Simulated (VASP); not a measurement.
# TaN in VASP: notebook

TaN is run at these levels: LDA; tasks: single point.

Everything below comes from runs of VASP 6.6.1. Logs are shortened: lines on timing, memory, paths and dates and some standing lists are left out, and cuts for length are marked.

**1. The cell of the first run**

The structure is tetragonal, space group I4mm (No. 107). The conventional cell has a = 2.997 Å, b = 2.997 Å, c = 4.239 Å, α = 90.00°, β = 90.00°, γ = 90.00°. Ta (site symmetry 4mm) has 6 N at 2.06 to 2.18 Å within 2.7 Å. N (site symmetry 4mm) has 6 Ta at 2.06 to 2.18 Å within 2.7 Å.

**2. Single point, LDA (atoms displaced along a vibrational mode, the cell strained)**

Input file INCAR:

```
  PREC = Accurate
  ENCUT = 700
  EDIFF = 1E-6
  ISMEAR = 0
  SIGMA = 0.15
  LREAL = F
  LASPH = T
  NELM = 120
  ALGO = Normal
  ISIF = 2
  LWAVE = F
  LCHARG = T
  LELF = T
  LVHAR = T
  NBANDS = 16
  GGA_COMPAT = F
```

Input file KPOINTS:

```
regular mesh
0
Gamma
  18 18 18
```

Input file POSCAR:

```
TaN
1.0
    0.0000000000      2.1194897592      2.1194897592
    2.1194897592      0.0000000000      2.1194897592
    2.1194897592      2.1194897592      0.0000000000
Ta N
1 1
Direct
    0.4989139126      0.5010860874      0.5010860874
    0.0140304995     -0.0140304995     -0.0140304995
```

Potentials or basis: VASP PAW LDA potentials, release 64 (Ta_sv_GW, N).

Launch:

```
cat potpaw_LDA.64/Ta_sv_GW/POTCAR potpaw_LDA.64/N/POTCAR > POTCAR
mpirun -np 1 vasp_std > vasp.out
```

OUTCAR:

```text
PREC = Accurate
   ENCUT = 700
   EDIFF = 1E-6
   ISMEAR = 0
   LREAL = F
   LASPH = T
   NELM = 120
   ISIF = 2

 ion  position               nearest neighbor table
   1  0.499  0.501  0.501-   2 2.06   2 2.12   2 2.12   2 2.12   2 2.12   2 2.18
   2  0.014  0.986  0.986-   1 2.06   1 2.12   1 2.12   1 2.12   1 2.12   1 2.18

  LATTYP: Found a face centered cubic cell.
 ALAT       =     4.2389795184

  Lattice vectors:

 A1 = (   0.0000000000,   2.1194897592,   2.1194897592)
 A2 = (   2.1194897592,   0.0000000000,   2.1194897592)
 A3 = (   2.1194897592,   2.1194897592,   0.0000000000)

Analysis of symmetry for initial positions (statically):
=====================================================================
 Subroutine PRICEL returns:
 Original cell was already a primitive cell.

 Routine SETGRP: Setting up the symmetry group for a
 face centered cubic supercell.

 Subroutine GETGRP returns: Found  8 space group operations
 (whereof  8 operations were pure point group operations)
 out of a pool of 48 trial point group operations.

The static configuration has the point symmetry C_4v.

Analysis of symmetry for dynamics (positions and initial velocities):
=====================================================================
 Subroutine PRICEL returns:
 Original cell was already a primitive cell.

 Routine SETGRP: Setting up the symmetry group for a
 face centered cubic supercell.

 Subroutine GETGRP returns: Found  8 space group operations
 (whereof  8 operations were pure point group operations)
 out of a pool of 48 trial point group operations.

The dynamic configuration has the point symmetry C_4v.

 Subroutine INISYM returns: Found  8 space group operations
 (whereof  8 operations are pure point group operations),
 and found     1 'primitive' translations

----------------------------------------------------------------------------------------

                                     Primitive cell

  volume of cell :      19.0425

  direct lattice vectors                    reciprocal lattice vectors
     0.000000000  2.119489759  2.119489759    -0.235905834  0.235905834  0.235905834
     2.119489759  0.000000000  2.119489759     0.235905834 -0.235905834  0.235905834
     2.119489759  2.119489759  0.000000000     0.235905834  0.235905834 -0.235905834

  length of vectors
     2.997411163  2.997411163  2.997411163     0.408600891  0.408600891  0.408600891

[... 79 lines left out ...]
   NELM   =    120;   NELMIN=  2; NELMDL= -5     # of ELM steps
   EDIFF  = 0.1E-05   stopping-criterion for ELM
   LREAL  =      F    real-space projection
   EDIFFG = 0.1E-04   stopping-criterion for IOM
   NSW    =      0    number of steps for IOM
   IBRION =     -1    ionic relax: 0-MD 1-quasi-New 2-CG
   NFREE  =      0    steps in history (QN), initial steepest desc. (CG)
   ISIF   =      2    stress and relaxation
   ISYM   =      2    0-nonsym 1-usesym 2-fastsym
   POTIM  = 0.5000    time-step for ionic-motion
   TEBEG  =    0.0;   TEEND  =   0.0 temperature during run
   PSTRESS=    0.0 pullay stress
   NELECT =      18.0000    total number of electrons
   NUPDOWN=      -1.0000    fix difference up-down
   EMIN   =  10.00;   EMAX   =-10.00  energy-range for DOS
   EFERMI =   0.00;   METHOD = LEGACY
   ISMEAR =     0;   SIGMA  =   0.15  broadening in eV -4-tet -1-fermi 0-gaus
   EFERMI_NEDOS =   21; number of points for ismear=-14 and -15
   IALGO  =     38    algorithm
   IMIX   =      4    mixing-type and parameters
     AMIX     =   0.40;   BMIX     =  1.00
     AMIX_MAG =   1.60;   BMIX_MAG =  1.00
  volume/ion in A,a.u.               =       9.52        64.25
  Fermi-wavevector in a.u.,A,eV,Ry     =   1.606661  3.036150 35.121544  2.581361
  Thomas-Fermi vector in A             =   2.702813
   LORBIT       =      0    0 simple, 1 ext, 2 COOP (PROOUT), +10 PAW based schemes
   GGA     = CA    functional components
   LHFCALC =     F    Hartree Fock is set to
   AEXX    =    0.0000 exact exchange contribution
   IVDW    =     0    specifies the selected vdW correction
   LEPSILON=     F    determine dielectric tensor
   LRPA    =     F    only Hartree local field effects (RPA)
 non-spin polarized calculation
 Gauss-broadening in eV      SIGMA  =   0.15
  energy-cutoff  :      700.00
  volume of cell :       19.04
 maximum number of plane-waves:       824
 NGX is ok and might be reduce to    28
   NGX = 13   NGY = 13   NGZ = 13

 number of electron      18.0000000 magnetization

 Free energy of the ion-electron system (eV)
  ---------------------------------------------------
  ext. energy  EPLUGINS =         0.00000000
  ---------------------------------------------------
  free energy    TOTEN  =       -26.48265253 eV

  energy without entropy =      -26.47436456  energy(sigma->0) =      -26.47850855

 E-fermi :  15.2647     XC(G=0): -14.7120

 val. band max:       15.2634073051   @ k =  -0.2778   0.3333   0.1111
 cond. band min:      15.2655659595   @ k =   0.1667  -0.2778   0.3889
 fundamental gap:      0.0021586544
 Fermi energy:        15.2647359646

 k-point     1 :       0.0000    0.0000    0.0000
  band No.  band energies     occupation
      1     -53.6796      2.00000
      2     -20.0616      2.00000
      3     -20.0546      2.00000
      4     -20.0546      2.00000
      5      -4.2189      2.00000
      6      11.0326      2.00000
[... 433 lines left out ...]
      3     -20.1792      2.00000
      4     -20.1677      2.00000
      5      -1.2375      2.00000
      6       5.0784      2.00000
[... 8 lines left out ...]
     15      28.4288      0.00000
     16      29.9378      0.00000

 [... further k-points ...]

------------------------ aborting loop because EDIFF is reached ----------------------------------------

  FORCE on cell =-STRESS in cart. coord.  units (eV):
  Direction    XX          YY          ZZ          XY          YZ          ZX
  --------------------------------------------------------------------------------------
  -------------------------------------------------------------------------------------
  Total        4.5953425      4.2235255      4.2235255     -0.0000000      0.0000000      0.0000000
  in kB      386.6379760    355.3544376    355.3544376     -0.0000000      0.0000000      0.0000000
  external PRESSURE =     365.7822837 kB  Pullay stress =       0.0000000 kB

 VOLUME and BASIS-vectors are now :
 -----------------------------------------------------------------------------
  energy-cutoff  :      700.00
  volume of cell :       19.04
      direct lattice vectors                 reciprocal lattice vectors
     0.000000000  2.119489759  2.119489759    -0.235905834  0.235905834  0.235905834
     2.119489759  0.000000000  2.119489759     0.235905834 -0.235905834  0.235905834
     2.119489759  2.119489759  0.000000000     0.235905834  0.235905834 -0.235905834

 POSITION                                       TOTAL-FORCE (eV/Angst)
 -----------------------------------------------------------------------------------
      2.12409      2.11949      2.11949        -0.876215      0.000000      0.000000
      4.17950      2.11949      2.11949         0.876215      0.000000      0.000000
 -----------------------------------------------------------------------------------
    total drift:                                0.000048     -0.000000     -0.000000

  FREE ENERGIE OF THE ION-ELECTRON SYSTEM (eV)
  ---------------------------------------------------
  free  energy   TOTEN  =       -26.4826525306 eV

  energy  without entropy=      -26.4743645626  energy(sigma->0) =      -26.47850855
```

OSZICAR:

```text
N       E                     dE             d eps       ncg     rms          rms(c)
DAV:   1     0.125479252708E+03    0.12548E+03   -0.13479E+04 15392   0.146E+03
DAV:   2    -0.253698799378E+02   -0.15085E+03   -0.14505E+03 22248   0.343E+02
DAV:   3    -0.304902555441E+02   -0.51204E+01   -0.51102E+01 17344   0.584E+01
DAV:   4    -0.306271625229E+02   -0.13691E+00   -0.13690E+00 21848   0.650E+00
DAV:   5    -0.306301228291E+02   -0.29603E-02   -0.29603E-02 17672   0.716E-01    0.525E+01
DAV:   6    -0.266247611632E+02    0.40054E+01   -0.85113E+00 16400   0.259E+01    0.495E+01
DAV:   7    -0.265264035134E+02    0.98358E-01   -0.36452E-01 17792   0.521E+00    0.232E+01
DAV:   8    -0.264838641945E+02    0.42539E-01   -0.88045E-02 18952   0.239E+00    0.160E+00
DAV:   9    -0.264827526610E+02    0.11115E-02   -0.29855E-03 18696   0.537E-01    0.517E-01
DAV:  10    -0.264826712151E+02    0.81446E-04   -0.10033E-03 16240   0.328E-01    0.195E-01
DAV:  11    -0.264826804107E+02   -0.91956E-05   -0.16525E-04 17176   0.119E-01    0.410E-02
DAV:  12    -0.264826522733E+02    0.28137E-04   -0.58875E-05 17032   0.665E-02    0.307E-02
DAV:  13    -0.264826525306E+02   -0.25731E-06   -0.29542E-06 17360   0.140E-02
   1 F= -.26482653E+02 E0= -.26478509E+02  d E =-.828797E-02
```

Run time: 1.8 min. Hardware: 1 thread of Intel Xeon 6975P-C (Granite Rapids), shared host; peak memory 0.36 GiB.

What came out:

```yaml
Free_energy: -26.4827 eV
Pressure: 36.6 GPa
Largest_force: 0.876 eV/Å
Band_gap_on_the_k_mesh: zero (bands 9 and 10 overlap by 4.50 eV)
```

Forces in eV/Å, atoms in the order of the input:
```
Ta  -0.876  0.000  0.000
N    0.876  0.000  0.000
```

Caveat: the cell differs from its parent crystal (atoms displaced along a vibrational mode, the cell strained); the cell stands under pressure; spin-orbit coupling is left out, which moves the levels of the heavy elements.

**3. Single point, LDA**

This run uses another cell than the first one, of 10.80 Å³/atom.

Input file INCAR:

```
SYSTEM = TaN
PREC = Accurate
ENCUT = 1330
EDIFF = 1E-6
ISMEAR = 0
SIGMA = 0.15
LREAL = .FALSE.
LASPH = .TRUE.
NELM = 120
ALGO = Normal
ISIF = 2
LWAVE = .FALSE.
LCHARG = .FALSE.
GGA = CA
NBANDS = 16
GGA_COMPAT = .FALSE.
```

Input file KPOINTS:

```
regular mesh
0
G
  18 18 18
  0 0 0
```

Input file POSCAR:

```
TaN
1.0
    0.0000000000      2.2101387059      2.2101387059
    2.2101387059      0.0000000000      2.2101387059
    2.2101387059      2.2101387059      0.0000000000
Ta N
1 1
Direct
    0.5000000000      0.5000000000      0.5000000000
    0.0000000000      0.0000000000      0.0000000000
```

Potentials or basis: VASP PAW LDA potentials, release 64 (Ta_sv_GW, N_h).

Launch:

```
cat potpaw_LDA.64/Ta_sv_GW/POTCAR potpaw_LDA.64/N_h/POTCAR > POTCAR
mpirun -np 1 vasp_std > vasp.out
```

OUTCAR:

```text
SYSTEM = TaN
   PREC = Accurate
   ENCUT = 1330
   EDIFF = 1E-6
   ISMEAR = 0
   LREAL = .FALSE.
   LASPH = .TRUE.
   NELM = 120
   ISIF = 2
   GGA = CA

 ion  position               nearest neighbor table
   1  0.500  0.500  0.500-   2 2.21   2 2.21   2 2.21   2 2.21   2 2.21   2 2.21
   2  0.000  0.000  0.000-   1 2.21   1 2.21   1 2.21   1 2.21   1 2.21   1 2.21

  LATTYP: Found a face centered cubic cell.
 ALAT       =     4.4202774118

  Lattice vectors:

 A1 = (   0.0000000000,   2.2101387059,   2.2101387059)
 A2 = (   2.2101387059,   0.0000000000,   2.2101387059)
 A3 = (   2.2101387059,   2.2101387059,   0.0000000000)

Analysis of symmetry for initial positions (statically):
=====================================================================
 Subroutine PRICEL returns:
 Original cell was already a primitive cell.

 Routine SETGRP: Setting up the symmetry group for a
 face centered cubic supercell.

 Subroutine GETGRP returns: Found 48 space group operations
 (whereof 48 operations were pure point group operations)
 out of a pool of 48 trial point group operations.

The static configuration has the point symmetry O_h .

Analysis of symmetry for dynamics (positions and initial velocities):
=====================================================================
[... 164 lines left out ...]
 Fermi energy:        13.5796505063

 k-point     1 :       0.0000    0.0000    0.0000
  band No.  band energies     occupation
      1     -55.5712      2.00000
      2     -21.9965      2.00000
      3     -21.9965      2.00000
      4     -21.9965      2.00000
      5      -4.8890      2.00000
      6       9.8504      2.00000
[... 433 lines left out ...]
      3     -22.0631      2.00000
      4     -22.0243      2.00000
      5      -3.6283      2.00000
      6       6.1311      2.00000
[... 8 lines left out ...]
     15      25.8015      0.00000
     16      29.5777      0.00000

 [... further k-points ...]

------------------------ aborting loop because EDIFF is reached ----------------------------------------

  FORCE on cell =-STRESS in cart. coord.  units (eV):
  Direction    XX          YY          ZZ          XY          YZ          ZX
  --------------------------------------------------------------------------------------
  -------------------------------------------------------------------------------------
  Total       -2.0765227     -2.0765227     -2.0765227      0.0000000      0.0000000      0.0000000
  in kB     -154.0844047   -154.0844047   -154.0844047      0.0000000      0.0000000      0.0000000
  external PRESSURE =    -154.0844047 kB  Pullay stress =       0.0000000 kB

 VOLUME and BASIS-vectors are now :
 -----------------------------------------------------------------------------
  energy-cutoff  :     1330.00
  volume of cell :       21.59
      direct lattice vectors                 reciprocal lattice vectors
     0.000000000  2.210138706  2.210138706    -0.226230145  0.226230145  0.226230145
     2.210138706  0.000000000  2.210138706     0.226230145 -0.226230145  0.226230145
     2.210138706  2.210138706  0.000000000     0.226230145  0.226230145 -0.226230145

 POSITION                                       TOTAL-FORCE (eV/Angst)
 -----------------------------------------------------------------------------------
      2.21014      2.21014      2.21014        -0.000000      0.000000     -0.000000
      0.00000      0.00000      0.00000         0.000000     -0.000000      0.000000
 -----------------------------------------------------------------------------------
    total drift:                                0.000000     -0.000000      0.000000

  FREE ENERGIE OF THE ION-ELECTRON SYSTEM (eV)
  ---------------------------------------------------
  free  energy   TOTEN  =       -26.6269188578 eV

  energy  without entropy=      -26.6169761084  energy(sigma->0) =      -26.62194748
```

stdout:

```text
POSCAR found type information on POSCAR TaN
 POSCAR found :  2 types and       2 ions
 scaLAPACK will be used
 LDA part: xc-table for (Slater(with rela. corr.)+CA(PZ))
 , standard interpolation
 POSCAR, INCAR and KPOINTS ok, starting setup
 FFT: planning ... GRIDC
 FFT: planning ... GRID_SOFT
 FFT: planning ... GRID
 WAVECAR not read
 entering main loop
```

Wall time 3.6 min (1 thread of Intel Xeon Platinum 8488C (Sapphire Rapids), shared host); peak memory 0.46 GiB.

What came out:

* Free energy: -26.6269 eV
* Pressure: -15.4 GPa
* Band gap on the k mesh: zero (bands 9 and 10 overlap by 3.92 eV)

Caveat: the cell stands under tension; spin-orbit coupling is left out, which moves the levels of the heavy elements.
